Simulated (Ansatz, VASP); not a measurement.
One calculation of ZnC3, two programs

The input INCAR:

```
  PREC = Accurate
  ENCUT = 520
  EDIFF = 1E-6
  ISMEAR = 0
  SIGMA = 0.1
  LREAL = F
  LASPH = T
  NELM = 80
  ALGO = Normal
  ISIF = 2
  LWAVE = F
  LCHARG = F
  GGA = PE
  NBANDS = 34
```

KPOINTS

```
regular mesh
0
Gamma
  4 4 4
```

POSCAR

```
ZnC3
1.0
    0.0000000000      3.7380455000      3.7380455000
    3.7380455000      0.0000000000      3.7380455000
    3.7380455000      3.7380455000      0.0000000000
Zn C
2 6
Direct
    0.0000000000      0.0000000000      0.0000000000
    0.2500000000      0.2500000000      0.2500000000
    0.6250000000      0.6250000000      0.6250000000
    0.6250000000      0.6250000000      0.1250000000
    0.6250000000      0.1250000000      0.6250000000
    0.1250000000      0.6250000000      0.6250000000
    0.7500000000      0.7500000000      0.7500000000
    0.5000000000      0.5000000000      0.5000000000
```

Input for Ansatz:

```yaml
crystal:
  lattice:
    - [0.0, 3.7380455, 3.7380455]
    - [3.7380455, 0.0, 3.7380455]
    - [3.7380455, 3.7380455, 0.0]
  atoms:
    - { symbol: Zn, position: [0.0, 0.0, 0.0] }
    - { symbol: Zn, position: [0.25, 0.25, 0.25] }
    - { symbol: C, position: [0.625, 0.625, 0.625] }
    - { symbol: C, position: [0.625, 0.625, 0.125] }
    - { symbol: C, position: [0.625, 0.125, 0.625] }
    - { symbol: C, position: [0.125, 0.625, 0.625] }
    - { symbol: C, position: [0.75, 0.75, 0.75] }
    - { symbol: C, position: [0.5, 0.5, 0.5] }
basis:
  ecutwfc: 420
kpoints:
  mp_grid: { grid: [4, 4, 4] }
hamiltonian:
  xc: pbe
scf:
  occupations: { method: gaussian, width: 0.1 }
  lower_state_search: "off"
output:
  forces: true
  stress: true
  eigenvalues: true
```

Alike in both runs: task single point; functional PBE; k mesh 4 × 4 × 4; occupations gaussian, width 0.1 eV; no spin polarisation.

|  | VASP | Ansatz |
| --- | --- | --- |
| version | VASP 6.6.1 | Ansatz 0.2.0 |
| potentials or method | VASP PAW PBE potentials, release 64 (Zn, C), cutoff 520 eV | scalar-relativistic, plane waves, PAW |
| valence electrons in the cell | 48 | 48 |

```tsv
	VASP	Ansatz	Ansatz less VASP
gap on the k mesh at the Fermi level (eV)	0.08	0.08	+0.002
least direct gap on the mesh (eV)	0.64	0.64	0.000
pressure (GPa)	-27.3	-27.4	-0.07
```

With one functional, cell and mesh, what is left measures potentials, basis and numerics.
